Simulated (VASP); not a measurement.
Write the native input for VASP 6.6.1 that does the following.

```yaml
Task: single point
Functional: PBE0
Potentials_or_basis: VASP PAW PBE potentials, release 64 (Ga_d, O, N, H)
Cutoff: 520 eV
k_mesh: 1 × 1 × 1, shifted
Occupations: fermi-dirac, width 0.01 eV
Spin: no spin polarisation
Dipole_correction: no
Grid_for_exact_exchange_PRECFOCK: Fast
Further_INCAR_settings: LREAL = Auto; ALGO = Normal; EDIFF = 1e-06; NBANDS = 153
Share_of_exact_exchange: 0.25
```

System: Ga12HNO17 (a cell with a defect).

```
CELL_PARAMETERS angstrom
0.00000 9.24966 0.00000
-1.39772 0.00000 5.70858
6.22798 -1.54161 0.00673
ATOMIC_POSITIONS crystal
Ga 0.11384 0.68581 0.68302
Ga 0.21950 0.31419 0.31698
Ga 0.30336 0.20526 0.82018
Ga 0.02997 0.79474 0.17982
Ga 0.44717 0.68581 0.68302
Ga 0.55283 0.31419 0.31698
Ga 0.63670 0.20526 0.82018
Ga 0.36330 0.79474 0.17982
Ga 0.78050 0.68581 0.68302
Ga 0.88616 0.31419 0.31698
Ga 0.97003 0.20526 0.82018
Ga 0.69664 0.79474 0.17982
O 0.16800 0.74331 0.00800
O 0.16533 0.25669 0.99200
O 0.27544 0.43567 0.65262
O 0.05790 0.56433 0.34738
O 0.05450 0.10916 0.32699
O 0.27883 0.89084 0.67301
O 0.50133 0.74331 0.00800
O 0.49867 0.25669 0.99200
O 0.60877 0.43567 0.65262
O 0.38783 0.10916 0.32699
O 0.61217 0.89084 0.67301
O 0.83467 0.74331 0.00800
O 0.83200 0.25669 0.99200
O 0.94210 0.43567 0.65262
O 0.72456 0.56433 0.34738
O 0.72117 0.10916 0.32699
O 0.94550 0.89084 0.67301
N 0.39123 0.56433 0.34738
H 0.40633 0.43581 0.43798
```

These files were run (other wordings do the same):

POSCAR

```
Ga12HNO17
1.0
    0.0000000000      9.2496621786      0.0000000000
   -1.3977182419      0.0000000000      5.7085775531
    6.2279771498     -1.5416103631      0.0067278629
Ga O N H
12 17 1 1
Direct
    0.1138363500      0.6858077300      0.6830181200
    0.2194969800      0.3141922700      0.3169818800
    0.3033638300      0.2052623200      0.8201829700
    0.0299695100      0.7947376800      0.1798170300
    0.4471696900      0.6858077300      0.6830181200
    0.5528303100      0.3141922700      0.3169818800
    0.6366971600      0.2052623200      0.8201829700
    0.3633028400      0.7947376800      0.1798170300
    0.7805030200      0.6858077300      0.6830181200
    0.8861636500      0.3141922700      0.3169818800
    0.9700304900      0.2052623200      0.8201829700
    0.6966361700      0.7947376800      0.1798170300
    0.1680000300      0.7433109700      0.0080001600
    0.1653333100      0.2566890300      0.9919998400
    0.2754359000      0.4356700600      0.6526153800
    0.0578974400      0.5643299400      0.3473846200
    0.0544983700      0.1091575800      0.3269902200
    0.2788349600      0.8908424200      0.6730097800
    0.5013333600      0.7433109700      0.0080001600
    0.4986666400      0.2566890300      0.9919998400
    0.6087692300      0.4356700600      0.6526153800
    0.3878317000      0.1091575800      0.3269902200
    0.6121683000      0.8908424200      0.6730097800
    0.8346666900      0.7433109700      0.0080001600
    0.8319999700      0.2566890300      0.9919998400
    0.9421025600      0.4356700600      0.6526153800
    0.7245641000      0.5643299400      0.3473846200
    0.7211650400      0.1091575800      0.3269902200
    0.9455016300      0.8908424200      0.6730097800
    0.3912307700      0.5643299400      0.3473846200
    0.4063290000      0.4358080000      0.4379760000
```

INCAR.step1

```
SYSTEM = Ga12HNO17
ALGO = Normal
EDIFF = 1E-5
ENCUT = 520
GGA = PE
GGA_COMPAT = .False.
ISIF = 2
ISMEAR = -1
LASPH = .True.
LCHARG = .False.
LREAL = Auto
LWAVE = .True.
NBANDS = 153
NELM = 120
PREC = Accurate
SIGMA = 0.01
```

INCAR.step2

```
SYSTEM = Ga12HNO17
AEXX = 0.25
ALGO = Normal
EDIFF = 1E-6
ENCUT = 520
GGA = PE
GGA_COMPAT = .False.
ISIF = 2
ISMEAR = -1
ISTART = 1
LASPH = .True.
LCHARG = .False.
LHFCALC = .True.
LREAL = Auto
LWAVE = .False.
NBANDS = 153
NELM = 120
PREC = Accurate
PRECFOCK = Fast
SIGMA = 0.01
```

KPOINTS

```
Automatic mesh
0
Gamma
  1 1 1
  0.25 0.25 0.25
```

Potentials or basis: VASP PAW PBE potentials, release 64 (Ga_d, O, N, H).

Launch:

```console
$ cat potpaw_PBE.64/Ga_d/POTCAR potpaw_PBE.64/O/POTCAR potpaw_PBE.64/N/POTCAR potpaw_PBE.64/H/POTCAR > POTCAR
$ cp INCAR.step1 INCAR
$ mpirun -np 1 vasp_std > vasp.out
$ cp INCAR.step2 INCAR
$ mpirun -np 1 vasp_std > vasp.out
```

It gave:

```json
{
  "Pressure": "-4.8 GPa",
  "Largest force": "2.384 eV/Å",
  "Band gap on the k mesh": "6.82 eV"
}
```

Caveat: the k points lie up to 1.10 Å⁻¹ apart; the PAW data sets were made with another functional, which shifts forces and pressure a little.

Run time: 52 min on 1 thread of Intel Xeon 8259CL (shared host), peak memory 0.49 GiB.
